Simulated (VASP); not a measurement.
The system is PbO.

```
CELL_PARAMETERS angstrom
3.04772 0.00000 0.00000
-1.52386 2.63941 0.00000
0.00000 0.00000 4.96779
ATOMIC_POSITIONS crystal
Pb 0.00000 0.00000 0.00000
Pb 0.00000 0.00000 0.50000
O 0.33333 0.66667 0.25000
O 0.66667 0.33333 0.75000
```

| Item | Value |
| --- | --- |
| Program | VASP 6.6.1 |
| Task | relaxation of cell and atoms |
| Functional | PBEsol |
| Potentials or basis | VASP PAW PBE potentials, release 64 (Pb_d, O) |
| Cutoff | 600 eV |
| k mesh | 9 × 9 × 4 |
| Occupations | fermi-dirac, width 0.03 eV |
| Spin | no spin polarisation |

At the start: pressure 207.9 GPa; volume 9.99 Å³/atom.

Problem. Where does the relaxation end?

Solution. Over 10 steps the energy falls by 2997.8 meV/atom and the volume is 17.13 Å³/atom (+71.4 %); space group P6_3/mmc (No. 194, to 0.05 Å).

Step by step:
| step | energy change (eV) | largest force (eV/Å) | pressure (GPa) | volume (Å³) |
| --- | --- | --- | --- | --- |
| 1 | 0.0000 | 0.0000 | 207.93 | 39.96 |
| 2 | 6.2495 | 0.0000 | -39.30 | 170.62 |
| 3 | -11.3467 | 0.0000 | -15.01 | 80.94 |
| 4 | -11.8118 | 0.0000 | -8.49 | 74.72 |
| 5 | -11.9663 | 0.0000 | 0.08 | 68.97 |
| 6 | -11.9652 | 0.0000 | -1.13 | 69.66 |
| 7 | -11.9845 | 0.0000 | -1.09 | 69.36 |
| 8 | -11.9893 | 0.0000 | -1.09 | 69.12 |
| 9 | -11.9896 | 0.0000 | 1.02 | 67.95 |
| 10 | -11.9914 | 0.0000 | -0.01 | 68.51 |

Final structure:
```
Pb O
1.0
     3.53519    0.00000    0.00000
    -1.76759    3.06156    0.00000
     0.00000    0.00000    6.33006
Pb O
2 2
Direct
  0.00000 0.00000 0.00000
  0.00000 0.00000 0.50000
  0.33333 0.66667 0.25000
  0.66667 0.33333 0.75000
```

Caveat: the volume moved by over 15 % at a fixed basis, so the end points are rough; the PAW data sets were made with another functional, which shifts forces and pressure a little.
